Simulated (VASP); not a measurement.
**TaC5: relaxation of cell and atoms with PBE**

TaC5:

```
Ta C
1.0
    -2.38645    2.38645    4.28497
     2.38645   -2.38645    4.28497
     2.38645    2.38645   -4.28497
Ta C
1 5
Direct
  0.50000 0.50000 0.00000
  0.62568 0.12568 0.50000
  0.12568 0.62568 0.50000
  0.37432 0.87432 0.50000
  0.87432 0.37432 0.50000
  0.00000 0.00000 0.00000
```

The cell was generated, and may not be a known phase.

```json
{
 "Program": "VASP 6.6.1",
 "Task": "relaxation of cell and atoms",
 "Functional": "PBE",
 "Potentials or basis": "VASP PAW PBE potentials, release 64 (Ta_pv, C)",
 "Cutoff": "600 eV",
 "k mesh": "6 × 6 × 6",
 "Occupations": "gaussian, width 0.1 eV",
 "Spin": "no spin polarisation",
 "Dipole correction": "no",
 "Further INCAR settings": "ALGO = Normal; EDIFF = 1e-06; IBRION = 2; EDIFFG = -0.04; NSW = 90; ISIF = 3"
}
```

The relaxed volume is 9.10 Å³/atom, the relaxed cell is a = 4.167 Å, b = 4.167 Å, c = 4.167 Å, α = 114.34°, β = 114.34°, γ = 100.12° and the space group after relaxing (to 0.1 Å) is I4/mmm (No. 139). The pressure after relaxing is -0.2 GPa. The band gap on the k mesh is zero (an odd number of electrons rules out a gap without spin polarisation).

Final structure:
```
Ta C
1.0
    -2.25929    2.25929    2.67554
     2.25929   -2.25929    2.67554
     2.25929    2.25929   -2.67554
Ta C
1 5
Direct
  0.50000 0.50000 0.00000
  0.62561 0.12561 0.50000
  0.12561 0.62561 0.50000
  0.37439 0.87439 0.50000
  0.87439 0.37439 0.50000
  0.00000 0.00000 0.00000
```

Levels at points of the mesh, in eV from the Fermi level:
```
           k point  band 13  band 14  band 15  band 16  band 17  band 18  band 19
(0.00, 0.00, 0.00)    -5.09    -5.09    -1.84    -1.73     1.58     1.63     3.23
(0.50, 0.00, 0.00)    -3.70    -1.84    -0.87     0.62     1.04     1.91     2.30
(0.50, 0.50, 0.00)    -2.87    -1.94    -0.90    -0.67    -0.59     0.04     0.77
(0.50, 0.50, 0.50)    -3.02    -3.02    -1.59    -0.36     1.82     2.17     2.17
```

Run time: 25 min on 1 thread of Intel(R) Xeon(R) Platinum 8259CL CPU @ 2.50GHz (Skylake/Cascade Lake), on a shared host, peak memory 0.41 GiB.

Caveat: the volume moved by over 15 % at a fixed basis, so the end points are rough; spin-orbit coupling is left out, which moves the levels of the heavy elements.
